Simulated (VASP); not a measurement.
## Sn: relaxation of cell and atoms with PBE+D3(BJ)

Sn:

```xyz
2
Lattice="0.0000 3.2456 3.2456 3.2456 0.0000 3.2456 3.2456 3.2456 0.0000" Properties=species:S:1:pos:R:3 pbc="T T T"
Sn    3.2456    3.2456    3.2456
Sn    4.8684    4.8684    4.8684
```

```
Program                : VASP 6.6.1
Task                   : relaxation of cell and atoms
Functional             : PBE
Dispersion             : D3(BJ)
Potentials or basis    : VASP PAW PBE potentials, release 64 (Sn_d)
Cutoff                 : 600 eV
k mesh                 : 12 × 12 × 12
Occupations            : gaussian, width 0.1 eV
Spin                   : no spin polarisation
Dipole correction      : no
Further INCAR settings : ALGO = Normal; EDIFF = 1e-06; IBRION = 2; EDIFFG = -0.005; NSW = 100; ISIF = 3
```

The relaxed volume is 35.48 Å³/atom. The relaxed cell is a = 4.647 Å, b = 4.647 Å, c = 4.647 Å, α = 60.00°, β = 60.00°, γ = 60.00°, the space group after relaxing (to 0.05 Å) is Fd-3m (No. 227) and the energy gained by relaxing is 6.2 meV/atom. The ionic steps are 6. The pressure after relaxing is 0.0 GPa. The band gap on the k mesh is zero (band 14 reaches 5.33 eV, above the bottom of band 15 at 5.17 eV). The dispersion energy per atom is -0.295 eV.

Step by step:
```
step  energy change (eV)  largest force (eV/Å)  pressure (GPa)  volume (Å³)
   1              0.0000                0.0000            1.60        68.38
   2             -0.0111                0.0000           -0.46        71.82
   3             -0.0124                0.0000            0.07        70.95
   4             -0.0123                0.0000           -0.05        71.06
   5             -0.0124                0.0000           -0.02        71.01
   6             -0.0124                0.0000            0.00        70.96
```

Final structure:
```xyz
2
Lattice="0.0000 3.2859 3.2859 3.2859 0.0000 3.2859 3.2859 3.2859 0.0000" Properties=species:S:1:pos:R:3 pbc="T T T"
Sn    3.2859    3.2859    3.2859
Sn    4.9288    4.9288    4.9288
```

Levels at points of the mesh, in eV from the Fermi level:
```
           k point  band 12  band 13  band 14  band 15  band 16  band 17
(0.00, 0.00, 0.00)    -0.89     0.09     0.09     0.09     2.16     2.16
(0.50, 0.00, 0.00)    -6.15    -1.05    -1.05    -0.07     3.22     3.22
(0.50, 0.50, 0.00)    -7.38    -2.33    -2.33     0.87     0.87     7.49
```

It took 4.2 min on 1 thread of AMD EPYC 9R14 (Zen 4), with other jobs on the host, peak memory 0.28 GiB.

Caveat: spin-orbit coupling is left out, which moves the levels of the heavy elements; pairwise dispersion overbinds metals, which lowers pressure and volume. Zero-point motion and thermal expansion aren't in these numbers.
